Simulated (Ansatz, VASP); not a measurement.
# One calculation of Al, two programs

File INCAR:

```
SYSTEM = Al
ALGO = Fast
EDIFF = 1E-6
ENCUT = 520
GGA = PE
ISIF = 2
ISMEAR = 0
IVDW = 12
LASPH = .TRUE.
LCHARG = .TRUE.
LELF = .TRUE.
LREAL = .FALSE.
LVHAR = .TRUE.
LWAVE = .FALSE.
NBANDS = 14
NELM = 100
PREC = Accurate
SIGMA = 0.15
```

Contents of KPOINTS:

```
k-points
0
G
  18 18 4
  0 0 0
```

Contents of POSCAR:

```
Al
1.0
    2.8144222650      0.0000000000      0.0000000000
   -1.4072111325      2.4373611785      0.0000000000
    0.0000000000      0.0000000000      9.2410470710
Al
4
Direct
    0.0000000000      0.0000000000      0.0000000000
    0.2471745802      0.4943491605      0.2348502016
    0.0000000000      0.0000000000      0.5000000000
    0.6666666667      0.3333333333      0.7500000000
```

Input for Ansatz:

```yaml
crystal:
  lattice:
    - [2.814422265, 0.0, 0.0]
    - [-1.4072111325, 2.4373611785, 0.0]
    - [0.0, 0.0, 9.241047071]
  atoms:
    - { symbol: Al, position: [0.0, 0.0, 0.0] }
    - { symbol: Al, position: [0.2471745802, 0.4943491605, 0.2348502016] }
    - { symbol: Al, position: [0.0, 0.0, 0.5] }
    - { symbol: Al, position: [0.6666666667, 0.3333333333, 0.75] }
basis:
  ecutwfc: 420
kpoints:
  mp_grid: { grid: [18, 18, 4] }
hamiltonian:
  xc: pbe
  pseudopotentials: { kind: paw, azcp: { folder: soft_1 } }
  dispersion: d3bj
scf:
  occupations: { method: gaussian, width: 0.15 }
output:
  forces: true
  stress: true
  eigenvalues: true
```

Alike in both runs: task single point; functional PBE; dispersion D3(BJ); k mesh 18 × 18 × 4; occupations gaussian, width 0.15 eV; no spin polarisation.

|  | VASP | Ansatz |
| --- | --- | --- |
| version | VASP 6.6.1 | Ansatz 0.2.0 |
| potentials or method | VASP PAW PBE potentials, release 64 (Al), cutoff 520 eV | scalar-relativistic, plane waves, PAW |
| valence electrons in the cell | 12 | 12 |

Ansatz gave:

```
gap on the k mesh at the Fermi level (eV)                     : none
pressure (GPa)                                                : 1.6
traceless stress, the component that is largest in VASP (GPa) : 2.40
rms of the force components (eV/Å)                            : 0.486
```

Problem. Estimate VASP's values.

Solution. gap on the k mesh at the Fermi level (eV): none; pressure (GPa): 1.6; traceless stress, the component that is largest in VASP (GPa): 2.41; rms of the force components (eV/Å): 0.486.

Atom by atom the forces differ by 0.000 eV/Å (rms over components). A gap of «none» marks a metal or a gap that the smearing closes.
